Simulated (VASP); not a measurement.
Wanted: the native input for a VASP 6.6.1 run.

| Property | Result |
| --- | --- |
| Task | electric field gradients |
| Functional | LDA |
| Potentials or basis | VASP PAW LDA potentials, release 64 (Sn_d, Se) |
| Cutoff | 520 eV |
| k mesh | 13 × 13 × 7 |
| Occupations | fermi-dirac, width 0.02 eV |
| Spin | no spin polarisation |
| Dipole correction | no |
| Further INCAR settings | ALGO = Normal; EDIFF = 1e-08; NBANDS = 20 |

The structure of SnSe2 lies in POSCAR:

```
SnSe2
1.0
    3.8110000000      0.0000000000      0.0000000000
   -1.9055000000      3.3004228138      0.0000000000
    0.0000000000      0.0000000000      6.1360000000
Sn Se
1 2
Direct
    0.0000000000      0.0000000000      0.0000000000
    0.3333333333      0.6666666667      0.2617028904
    0.6666666667      0.3333333333      0.7382971096
```

One way to write it, as run:

INCAR

```
SYSTEM = SnSe2
PREC = Accurate
ENCUT = 520
EDIFF = 1E-8
ISMEAR = -1
SIGMA = 0.02
LREAL = .False.
LASPH = .True.
NELM = 80
ALGO = Normal
ISIF = 2
LWAVE = .False.
LCHARG = .False.
LEFG = .True.
NBANDS = 20
```

KPOINTS

```
Automatic mesh
0
Gamma
  13 13 7
  0 0 0
```

Potentials or basis: VASP PAW LDA potentials, release 64 (Sn_d, Se).

The run is started by

```console
$ cat potpaw_LDA.64/Sn_d/POTCAR potpaw_LDA.64/Se/POTCAR > POTCAR
$ mpirun -np 1 vasp_std > vasp.out
```

Results of the run:

```yaml
Pressure: -1.9 GPa
Largest_force: 0.236 eV/Å
Band_gap_on_the_k_mesh: 0.40 eV, indirect (least direct gap 0.90 eV)
```

Caveat: without QUAD_EFG the Cq values of the log hold for a quadrupole moment of 1 mb, not for the nuclei; spin-orbit coupling is left out, which moves the levels of the heavy elements.

It took 61 s on 1 thread of Intel(R) Xeon(R) 6975P-C (Granite Rapids), on a shared host, peak memory 0.29 GiB.
